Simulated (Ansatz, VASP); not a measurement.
## Al3As: VASP beside Ansatz

Contents of INCAR:

```
SYSTEM = Al3As
ALGO = Normal
EDIFF = 1E-6
EDIFFG = -0.04
ENCUT = 600
GGA = PE
IBRION = 2
ISIF = 3
ISMEAR = 0
LASPH = .True.
LCHARG = .False.
LREAL = .False.
LWAVE = .False.
NELM = 60
NSW = 90
PREC = Accurate
SIGMA = 0.1
```

KPOINTS

```
k-points
0
Gamma
  6 6 2
  0 0 0
```

POSCAR

```
Al3As
1.0
    2.8219592500      0.0000000000      0.0000000000
    0.0000000000      2.8219592500      0.0000000000
    0.0000000000      0.0000000000      8.9431888400
Al As
3 1
Direct
    0.0000000000      0.0000000000      0.8279719100
    0.0000000000      0.0000000000      0.1720280900
    0.0000000000      0.0000000000      0.5000000000
    0.0000000000      0.0000000000      0.0000000000
```

Input for Ansatz:

```yaml
crystal:
  lattice:
    - [2.82195925, 0.0, 0.0]
    - [0.0, 2.82195925, 0.0]
    - [0.0, 0.0, 8.94318884]
  atoms:
    - { symbol: Al, position: [0.0, 0.0, 0.82797191] }
    - { symbol: Al, position: [0.0, 0.0, 0.17202809] }
    - { symbol: Al, position: [0.0, 0.0, 0.5] }
    - { symbol: As, position: [0.0, 0.0, 0.0] }
basis:
  ecutwfc: 420
kpoints:
  mp_grid: { grid: [6, 6, 2] }
hamiltonian:
  xc: pbe
scf:
  occupations: { method: gaussian, width: 0.1 }
  lower_state_search: "off"
output:
  forces: true
  stress: true
  eigenvalues: true
relax:
  adjacent_minimum: "off"
  f_tol: 0.04
  max_steps: 70
  cell: { stress_tol: 0.4 }
```

Alike in both runs: task relaxation of cell and atoms; functional PBE; k mesh 6 × 6 × 2; occupations gaussian, width 0.1 eV; no spin polarisation.

|  | VASP | Ansatz |
| --- | --- | --- |
| version | VASP 6.6.1 | Ansatz 0.2.0 |
| potentials or method | VASP PAW PBE potentials, release 64 (Al, As), cutoff 600 eV | scalar-relativistic, plane waves, PAW |
| valence electrons in the cell | 14 | 24 |

Ansatz gave:

* gap on the k mesh at the Fermi level, each at its own relaxed structure (eV): none
* relaxed volume (Å³/atom): 20.17
* relaxed cell length with the largest relative difference (Å): 10.715

Question: Which values does VASP return?

Answer: gap on the k mesh at the Fermi level, each at its own relaxed structure (eV): none; relaxed volume (Å³/atom): 20.20; relaxed cell length with the largest relative difference (Å): 10.733.

A gap of «none» marks a metal or a gap that the smearing closes. VASP's potentials hold 14 valence electrons a cell and Ansatz's 24, so a difference there can come from the potentials and not from the codes.

The k mesh is coarse, so the values compare programs but aren't converged.
